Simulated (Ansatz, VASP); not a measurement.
One calculation of CdSe, two programs

```
Cd Se
1.0
     4.25211    0.00000    0.00000
    -2.12606    3.68244    0.00000
     0.00000    0.00000    6.93218
Cd Se
2 2
Direct
  0.33333 0.66667 0.99952
  0.66667 0.33333 0.49952
  0.33333 0.66667 0.37548
  0.66667 0.33333 0.87548
```

Alike in both runs: task single point; functional r2SCAN; k mesh 6 × 6 × 4; no spin polarisation.

|  | VASP | Ansatz |
| --- | --- | --- |
| version | VASP 6.6.1 | Ansatz 0.2.0 |
| potentials or method | VASP PAW PBE potentials, release 64 (Cd, Se) | plane waves, PAW |
| plane-wave cutoff (eV) | 520 | 500 |
| occupations | gaussian, width 0.01 eV | fixed |
| valence electrons in the cell | 36 | 72 |

```csv
,VASP,Ansatz,Ansatz less VASP
gap on the k mesh at the Fermi level (eV),1.24,1.25,+0.009
pressure (GPa),4.0,3.7,-0.33
rms of the force components (eV/Å),0.004,0.003,-0.0007
```

VASP's potentials were made for PBE, not for r2SCAN. Atom by atom the forces differ by 0.001 eV/Å (rms over components). VASP's potentials hold 36 valence electrons a cell and Ansatz's 72, so a difference there can come from the potentials and not from the codes.
